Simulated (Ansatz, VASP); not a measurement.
One calculation of ZrZn4N, two programs

```
Zr Zn N
1.0
     5.45824    0.00000    0.00000
    -2.72912    4.72698    0.00000
     0.00000    0.00000    3.45661
Zr Zn N
1 4 1
Direct
  0.00000 0.00000 0.00000
  0.66667 0.33333 0.00000
  0.02424 0.51212 0.50000
  0.48788 0.51212 0.50000
  0.48788 0.97576 0.50000
  0.33333 0.66667 0.00000
```

Change from the starting cell: species swapped into the CeCo4Cu type (P-6m2, No. 187).

Alike in both runs: functional PBE; k mesh 12 × 12 × 10; occupations gaussian, width 0.1 eV; no spin polarisation.

Ansatz relaxed the structure, and its values are those at the end. VASP's run is a single point on that final structure, the one shown.

|  | VASP | Ansatz |
| --- | --- | --- |
| version | VASP 6.6.1 | Ansatz 0.2.0 |
| potentials or method | VASP PAW PBE potentials, release 64 (Zr_sv, Zn, N), cutoff 520 eV | scalar-relativistic, plane waves, PAW |
| valence electrons in the cell | 65 | 65 |

|  | VASP | Ansatz | Ansatz less VASP |
| --- | --- | --- | --- |
| gap on the k mesh at the Fermi level (eV) | none | none | - |
| pressure (GPa) | 0.3 | 0.0 | -0.35 |
| rms of the force components (eV/Å) | 0.003 | 0.002 | -0.0011 |

A gap of «none» marks a metal or a gap that the smearing closes.
